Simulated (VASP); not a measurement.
# AgCl (I4/mmm) in VASP: further runs, part 2 of 2

VASP 6.6.1.

## Step 4: Single point, PBE (strain -0.080 along x and y, +0.080 along z)

File INCAR:

```
PREC     = Accurate       # precision mode
ENCUT    = 520            # plane-wave cutoff, eV
EDIFF    = 1E-6           # SCF threshold, eV
ISMEAR   = 0              # smearing method
SIGMA    = 0.05           # smearing width, eV
LREAL    = F              # projectors in reciprocal space
LASPH    = T              # aspherical terms in the spheres
NELM     = 60             # most SCF steps
ALGO     = Normal         # electronic algorithm
ISIF     = 2              # what is computed and relaxed
LWAVE    = F              # write WAVECAR
LCHARG   = T              # write CHGCAR
GGA      = PE             # functional
LELF     = T              # ELF
LVHAR    = T            
NBANDS   = 16             # bands
```

File KPOINTS:

```
Automatic mesh
0
Gamma
  8 8 8
```

File POSCAR:

```
AgCl
1.0
    0.0000000000      2.5815410227      3.0305046789
    2.5815410227      0.0000000000      3.0305046789
    2.5815410227      2.5815410227      0.0000000000
Ag Cl
1 1
Direct
    0.5000000000      0.5000000000      0.5000000000
    0.0000000000      0.0000000000      0.0000000000
```

Potentials or basis: VASP PAW PBE potentials, release 64 (Ag, Cl).

On the command line:

```bash
$ cat potpaw_PBE.64/Ag/POTCAR potpaw_PBE.64/Cl/POTCAR > POTCAR
$ mpirun -np 1 vasp_std > vasp.out
```

OUTCAR:

```text
PREC = Accurate
   ENCUT = 520
   EDIFF = 1E-6
   ISMEAR = 0
   LREAL = F
   LASPH = T
   NELM = 60
   ISIF = 2
   GGA = PE

 ion  position               nearest neighbor table
   1  0.500  0.500  0.500-   2 2.58   2 2.58   2 2.58   2 2.58   2 3.03   2 3.03
   2  0.000  0.000  0.000-   1 2.58   1 2.58   1 2.58   1 2.58   1 3.03   1 3.03

  LATTYP: Found a body centered tetragonal cell.
 ALAT       =     3.6508503261
 C/A-ratio  =     1.6601637472

  Lattice vectors:

 A1 = (  -2.5815410227,   0.0000000000,   3.0305046789)
 A2 = (   2.5815410227,   0.0000000000,   3.0305046789)
 A3 = (   0.0000000000,   2.5815410227,  -3.0305046789)

Analysis of symmetry for initial positions (statically):
=====================================================================
 Subroutine PRICEL returns:
 Original cell was already a primitive cell.

 Routine SETGRP: Setting up the symmetry group for a
 body centered tetragonal supercell.

 Subroutine GETGRP returns: Found 16 space group operations
 (whereof 16 operations were pure point group operations)
 out of a pool of 16 trial point group operations.

The static configuration has the point symmetry D_4h.

Analysis of symmetry for dynamics (positions and initial velocities):
=====================================================================
 Subroutine PRICEL returns:
 Original cell was already a primitive cell.

 Routine SETGRP: Setting up the symmetry group for a
 body centered tetragonal supercell.

 Subroutine GETGRP returns: Found 16 space group operations
 (whereof 16 operations were pure point group operations)
 out of a pool of 16 trial point group operations.

The dynamic configuration has the point symmetry D_4h.

 Subroutine INISYM returns: Found 16 space group operations
 (whereof 16 operations are pure point group operations),
 and found     1 'primitive' translations

----------------------------------------------------------------------------------------

                                     Primitive cell

  volume of cell :      40.3927

  direct lattice vectors                    reciprocal lattice vectors
     0.000000000  2.581541023  3.030504679    -0.193682764  0.193682764  0.164989021
     2.581541023  0.000000000  3.030504679     0.193682764 -0.193682764  0.164989021
     2.581541023  2.581541023  0.000000000     0.193682764  0.193682764 -0.164989021

  length of vectors
     3.980993929  3.980993929  3.650850326     0.319761478  0.319761478  0.319761478

  position of ions in fractional coordinates (direct lattice)
     0.500000000  0.500000000  0.500000000
     0.000000000  0.000000000  0.000000000

  ion indices of the primitive-cell ions
   primitive index   ion index
                 1           1
                 2           2

----------------------------------------------------------------------------------------

 KPOINTS: Automatic mesh

Automatic generation of k-mesh.
 Grid dimensions read from file:
 generate k-points for:    8    8    8

 Generating k-lattice:

  Cartesian coordinates                     Fractional coordinates (reciprocal lattice)
    -0.024210345  0.024210345  0.020623628     0.125000000  0.000000000  0.000000000
     0.024210345 -0.024210345  0.020623628     0.000000000  0.125000000  0.000000000
     0.024210345  0.024210345 -0.020623628     0.000000000  0.000000000  0.125000000

  Length of vectors
     0.039970185  0.039970185  0.039970185

  Shift w.r.t. Gamma in fractional coordinates (k-lattice)
     0.000000000  0.000000000  0.000000000

 Subroutine IBZKPT returns following result:
 ===========================================

 Found     59 irreducible k-points:

 Following reciprocal coordinates:
            Coordinates               Weight
  0.000000  0.000000  0.000000      1.000000
  0.125000 -0.000000  0.000000      8.000000
  0.250000 -0.000000  0.000000      8.000000
  0.375000  0.000000  0.000000      8.000000
  0.500000 -0.000000  0.000000      4.000000
  0.125000  0.125000  0.000000      2.000000
[... 16 lines left out ...]
  0.250000 -0.000000  0.125000     16.000000
  0.375000  0.000000  0.125000     16.000000
 [... further k-points ...]
   k-points           NKPTS =     59   k-points in BZ     NKDIM =     59   number of bands    NBANDS=     16
   number of dos      NEDOS =    301   number of ions     NIONS =      2
   total plane-waves  NPLWV =  25200
   dimension x,y,z NGX =    30 NGY =   30 NGZ =   28
   dimension x,y,z NGXF=    60 NGYF=   60 NGZF=   56
   ions per type =               1   1
   NGX,Y,Z   is equivalent  to a cutoff of  12.53, 12.53, 12.75 a.u.
   NGXF,Y,Z  is equivalent  to a cutoff of  25.06, 25.06, 25.50 a.u.
 SYSTEM =  unknown system
   PREC   = accura    normal or accurate (medium, high low for compatibility)
   ISTART =      0    job   : 0-new  1-cont  2-samecut
   ICHARG =      2    charge: 1-file 2-atom 10-const
   ISPIN  =      1    spin polarized calculation?
   LNONCOLLINEAR =      F non collinear calculations
   LSORBIT =      F    spin-orbit coupling
   LASPH  =      T    aspherical Exc in radial PAW
   ENCUT  =  520.0 eV  38.22 Ry    6.18 a.u.   7.40  7.40  6.79*2*pi/ulx,y,z
   NELM   =     60;   NELMIN=  2; NELMDL= -5     # of ELM steps
   EDIFF  = 0.1E-05   stopping-criterion for ELM
   LREAL  =      F    real-space projection
   EDIFFG = 0.1E-04   stopping-criterion for IOM
   NSW    =      0    number of steps for IOM
   IBRION =     -1    ionic relax: 0-MD 1-quasi-New 2-CG
   NFREE  =      0    steps in history (QN), initial steepest desc. (CG)
   ISIF   =      2    stress and relaxation
   ISYM   =      2    0-nonsym 1-usesym 2-fastsym
   POTIM  = 0.5000    time-step for ionic-motion
   TEBEG  =    0.0;   TEEND  =   0.0 temperature during run
   PSTRESS=    0.0 pullay stress
   NELECT =      18.0000    total number of electrons
   NUPDOWN=      -1.0000    fix difference up-down
   EMIN   =  10.00;   EMAX   =-10.00  energy-range for DOS
   EFERMI =   0.00;   METHOD = LEGACY
   ISMEAR =     0;   SIGMA  =   0.05  broadening in eV -4-tet -1-fermi 0-gaus
   EFERMI_NEDOS =   21; number of points for ismear=-14 and -15
   IALGO  =     38    algorithm
   IMIX   =      4    mixing-type and parameters
     AMIX     =   0.40;   BMIX     =  1.00
     AMIX_MAG =   1.60;   BMIX_MAG =  1.00
  volume/ion in A,a.u.               =      20.20       136.29
  Fermi-wavevector in a.u.,A,eV,Ry     =   1.250445  2.362999 21.274249  1.563613
  Thomas-Fermi vector in A             =   2.384439
   LORBIT       =      0    0 simple, 1 ext, 2 COOP (PROOUT), +10 PAW based schemes
   GGA     = PE    functional components
   LHFCALC =     F    Hartree Fock is set to
   AEXX    =    0.0000 exact exchange contribution
   IVDW    =     0    specifies the selected vdW correction
   LEPSILON=     F    determine dielectric tensor
   LRPA    =     F    only Hartree local field effects (RPA)
 non-spin polarized calculation
 Gauss-broadening in eV      SIGMA  =   0.05
  energy-cutoff  :      520.00
  volume of cell :       40.39
 maximum number of plane-waves:      1114
 NGX is ok and might be reduce to    30
   NGX = 15   NGY = 15   NGZ = 13

 number of electron      18.0000003 magnetization

 Free energy of the ion-electron system (eV)
  ---------------------------------------------------
  ext. energy  EPLUGINS =         0.00000000
  ---------------------------------------------------
  free energy    TOTEN  =        -5.24992957 eV

  energy without entropy =       -5.24992957  energy(sigma->0) =       -5.24992957

 E-fermi :   5.4028     XC(G=0): -10.2131

 val. band max:        5.1560964620   @ k =   0.5000  -0.0000   0.0000
 cond. band min:       5.6306436633   @ k =   0.0000   0.0000   0.0000
 fundamental gap:      0.4745472013
 Fermi energy:         5.4027573256

 k-point     1 :       0.0000    0.0000    0.0000
  band No.  band energies     occupation
      1     -11.1163      2.00000
      2       1.4754      2.00000
      3       1.7756      2.00000
      4       1.7756      2.00000
      5       1.7900      2.00000
      6       1.8082      2.00000
[... 8 lines left out ...]
     15      16.5371      0.00000
     16      17.0336      0.00000
[... 419 lines left out ...]
 k-point    24 :       0.3750    0.0000    0.1250
  band No.  band energies     occupation
      1     -10.6583      2.00000
      2      -1.0474      2.00000
      3      -0.1297      2.00000
      4       0.5117      2.00000
      5       2.0202      2.00000
      6       2.1770      2.00000
[... 8 lines left out ...]
     15      18.0481      0.00000
     16      19.5388      0.00000

 [... further k-points ...]
[... 5 lines left out ...]
  --------------------------------------------------------------------------------------
  -------------------------------------------------------------------------------------
  Total        2.5635159      2.5635159      0.4904215      0.0000000     -0.0000000     -0.0000000
  in kB      101.6818839    101.6818839     19.4525753      0.0000000     -0.0000000     -0.0000000
  external PRESSURE =      74.2721143 kB  Pullay stress =       0.0000000 kB

 VOLUME and BASIS-vectors are now :
 -----------------------------------------------------------------------------
  energy-cutoff  :      520.00
  volume of cell :       40.39
      direct lattice vectors                 reciprocal lattice vectors
     0.000000000  2.581541023  3.030504679    -0.193682764  0.193682764  0.164989021
     2.581541023  0.000000000  3.030504679     0.193682764 -0.193682764  0.164989021
     2.581541023  2.581541023  0.000000000     0.193682764  0.193682764 -0.164989021

 POSITION                                       TOTAL-FORCE (eV/Angst)
 -----------------------------------------------------------------------------------
      2.58154      2.58154      3.03050         0.000000      0.000000      0.000000
      0.00000      0.00000      0.00000         0.000000     -0.000000     -0.000000
 -----------------------------------------------------------------------------------
    total drift:                                0.000000      0.000000      0.000000

  FREE ENERGIE OF THE ION-ELECTRON SYSTEM (eV)
  ---------------------------------------------------
  free  energy   TOTEN  =        -5.2499295678 eV

  energy  without entropy=       -5.2499295678  energy(sigma->0) =       -5.24992957
```

Wall time 44 s (1 thread of AMD EPYC 7R43 (Zen 3), shared host); peak memory 0.15 GiB.

What came out:

```yaml
Free_energy: -5.2499 eV
Pressure: 7.4 GPa
Band_gap_on_the_k_mesh: 0.47 eV, indirect (least direct gap 3.41 eV)
```

Levels at points of the mesh, in eV from the valence-band top:
```csv
k point,band 5,band 6,band 7,band 8,band 9,band 10,band 11,band 12,band 13,band 14
"(0.00, 0.00, 0.00)",-3.37,-3.35,-3.23,-3.23,-3.04,0.47,10.08,10.55,10.55,10.94
"(0.50, 0.00, 0.00)",-2.96,-2.89,-2.48,-1.16,0.00,3.41,6.40,6.54,7.80,12.67
"(0.50, 0.50, 0.00)",-3.85,-3.27,-2.84,-2.84,-2.71,1.98,7.13,8.08,12.08,12.08
"(0.50, 0.00, 0.50)",-3.64,-3.06,-2.94,-2.73,-2.56,1.71,7.15,8.69,9.62,12.20
```

Caveat: the cell differs from its parent crystal (strain -0.080 along x and y, +0.080 along z). A k mesh can miss the band edges.

## Step 5: Single point, PBE (strain +0.000 along x and y, -0.080 along z)

File INCAR:

```
PREC     = Accurate       # precision mode
ENCUT    = 520            # plane-wave cutoff, eV
EDIFF    = 1E-6           # SCF threshold, eV
ISMEAR   = 0              # smearing method
SIGMA    = 0.05           # smearing width, eV
LREAL    = False          # projectors in reciprocal space
LASPH    = True           # aspherical terms in the spheres
NELM     = 100            # most SCF steps
ALGO     = Normal         # electronic algorithm
ISIF     = 2              # what is computed and relaxed
LWAVE    = False          # write WAVECAR
LCHARG   = False          # write CHGCAR
GGA      = PE             # functional
NBANDS   = 16             # bands
```

File KPOINTS:

```
regular mesh
0
Gamma
  8 8 8
```

File POSCAR:

```
AgCl
1.0
    0.0000000000      2.8060228508      2.5815410227
    2.8060228508      0.0000000000      2.5815410227
    2.8060228508      2.8060228508      0.0000000000
Ag Cl
1 1
Direct
    0.5000000000      0.5000000000      0.5000000000
    0.0000000000      0.0000000000      0.0000000000
```

On the command line:

```bash
$ cat potpaw_PBE.64/Ag/POTCAR potpaw_PBE.64/Cl/POTCAR > POTCAR
$ mpirun -np 1 vasp_std > vasp.out
```

Run time: 47 s. Hardware: 1 thread of AMD EPYC 7R43 (Zen 3), shared host; peak memory 0.14 GiB.

Results (log left out):

| Quantity | Value |
| --- | --- |
| Free energy | -5.3339 eV |
| Pressure | 5.0 GPa |
| Band gap on the k mesh | 0.71 eV, indirect (least direct gap 3.40 eV) |

Stress tensor (GPa, compression positive):
```
3.71 0.00 0.00
0.00 3.71 0.00
0.00 0.00 7.44
```

Levels at points of the mesh, in eV from the valence-band top:
```
           k point  band 6  band 7  band 8  band 9  band 10  band 11  band 12  band 13
(0.00, 0.00, 0.00)   -2.87   -2.78   -2.70   -2.70     0.71    10.57    10.57    10.76
(0.50, 0.00, 0.00)   -2.47   -2.13   -0.51    0.00     3.84     6.67     6.90     7.85
(0.50, 0.50, 0.00)   -2.58   -2.40   -2.40   -2.22     2.03     7.36     9.07    11.12
(0.50, 0.00, 0.50)   -2.72   -2.40   -2.36   -2.25     2.12     7.93     8.26    11.07
```

Caveat: the cell differs from its parent crystal (strain +0.000 along x and y, -0.080 along z).

## Step 6: Single point, PBE (strain -0.040 along x and y, +0.040 along z)

File INCAR:

```
SYSTEM = AgCl
ALGO = Normal
EDIFF = 1E-7
ENCUT = 520
GGA = PE
ISIF = 2
ISMEAR = 0
LASPH = .True.
LCHARG = .False.
LREAL = .False.
LWAVE = .False.
NBANDS = 16
NELM = 60
PREC = Accurate
SIGMA = 0.05
```

File KPOINTS:

```
k-points
0
Gamma
  8 8 8
  0 0 0
```

File POSCAR:

```
AgCl
1.0
    0.0000000000      2.6937819368      2.9182637648
    2.6937819368      0.0000000000      2.9182637648
    2.6937819368      2.6937819368      0.0000000000
Ag Cl
1 1
Direct
    0.5000000000      0.5000000000      0.5000000000
    0.0000000000      0.0000000000      0.0000000000
```

Potentials or basis: VASP PAW PBE potentials, release 64 (Ag, Cl).

On the command line:

```bash
$ cat potpaw_PBE.64/Ag/POTCAR potpaw_PBE.64/Cl/POTCAR > POTCAR
$ mpirun -np 1 vasp_std > vasp.out
```

OUTCAR:

```text
SYSTEM = AgCl
   EDIFF = 1E-7
   ENCUT = 520
   GGA = PE
   ISIF = 2
   ISMEAR = 0
   LASPH = .True.
   LREAL = .False.
   NELM = 60
   PREC = Accurate

 ion  position               nearest neighbor table
   1  0.500  0.500  0.500-   2 2.69   2 2.69   2 2.69   2 2.69   2 2.92   2 2.92
   2  0.000  0.000  0.000-   1 2.69   1 2.69   1 2.69   1 2.69   1 2.92   1 2.92

  LATTYP: Found a body centered tetragonal cell.
 ALAT       =     3.8095829491
 C/A-ratio  =     1.5320646925

  Lattice vectors:

 A1 = (  -2.6937819368,   0.0000000000,   2.9182637648)
[... 628 lines left out ...]
      5       1.6048      2.00000
      6       1.7696      2.00000
[... 8 lines left out ...]
     15      17.6008      0.00000
     16      18.2614      0.00000

 [... further k-points ...]
[... 5 lines left out ...]
  --------------------------------------------------------------------------------------
  -------------------------------------------------------------------------------------
  Total        0.8455295      0.8455295      0.2346125      0.0000000      0.0000000      0.0000000
  in kB       31.9860013     31.9860013      8.8752840      0.0000000      0.0000000      0.0000000
  external PRESSURE =      24.2824289 kB  Pullay stress =       0.0000000 kB

 VOLUME and BASIS-vectors are now :
 -----------------------------------------------------------------------------
  energy-cutoff  :      520.00
  volume of cell :       42.35
      direct lattice vectors                 reciprocal lattice vectors
     0.000000000  2.693781937  2.918263765    -0.185612649  0.185612649  0.171334753
     2.693781937  0.000000000  2.918263765     0.185612649 -0.185612649  0.171334753
     2.693781937  2.693781937  0.000000000     0.185612649  0.185612649 -0.171334753

 POSITION                                       TOTAL-FORCE (eV/Angst)
 -----------------------------------------------------------------------------------
      2.69378      2.69378      2.91826         0.000000      0.000000      0.000000
      0.00000      0.00000      0.00000         0.000000      0.000000     -0.000000
 -----------------------------------------------------------------------------------
    total drift:                                0.000000      0.000000      0.000000

  FREE ENERGIE OF THE ION-ELECTRON SYSTEM (eV)
  ---------------------------------------------------
  free  energy   TOTEN  =        -5.3755194154 eV

  energy  without entropy=       -5.3755194154  energy(sigma->0) =       -5.37551942
```

stdout:

```text
POSCAR found type information on POSCAR AgCl
 POSCAR found :  2 types and       2 ions
 scaLAPACK will be used
 LDA part: xc-table for (Slater+PW92), standard interpolation
 POSCAR, INCAR and KPOINTS ok, starting setup
 FFT: planning ... GRIDC
 FFT: planning ... GRID_SOFT
 FFT: planning ... GRID
 WAVECAR not read
 entering main loop
```

It took 56 s on 1 thread of AMD EPYC 7R43 (Zen 3), shared host; peak memory 0.15 GiB.

What came out:

```yaml
Free_energy: -5.3755 eV
Pressure: 2.4 GPa
Band_gap_on_the_k_mesh: 0.68 eV, indirect (least direct gap 3.18 eV)
```

Stress tensor (GPa, compression positive):
```
3.20 0.00 0.00
0.00 3.20 0.00
0.00 0.00 0.89
```

Caveat: the cell differs from its parent crystal (strain -0.040 along x and y, +0.040 along z).

## Step 7: Summary

| cell | gap on the mesh (eV) | pressure (GPa) |
| --- | --- | --- |
| a = 3.731, b = 3.731, c = 3.810 Å, angles 59.3, 59.3, 61.4°, 2 atoms | 0.78 | 10.7 |
| a = 3.896, b = 3.896, c = 3.651 Å, angles 62.1, 62.1, 55.9°, 2 atoms | 0.55 | 9.2 |
| a = 3.981, b = 3.981, c = 3.651 Å, angles 62.7, 62.7, 54.6°, 2 atoms | 0.47 | 7.4 |
| a = 3.813, b = 3.813, c = 3.968 Å, angles 58.6, 58.6, 62.7°, 2 atoms | 0.71 | 5.0 |
| a = 3.971, b = 3.971, c = 3.810 Å, angles 61.3, 61.3, 57.3°, 2 atoms | 0.68 | 2.4 |

Alike in all rows: task single point; level PBE; potentials or basis VASP PAW PBE potentials, release 64 (Ag, Cl); no spin polarisation; k mesh 8 × 8 × 8; cutoff (eV) 520; smearing gaussian 0.05 eV.

Total energies depend on the potentials used, so only differences within one code and one set of settings carry meaning.
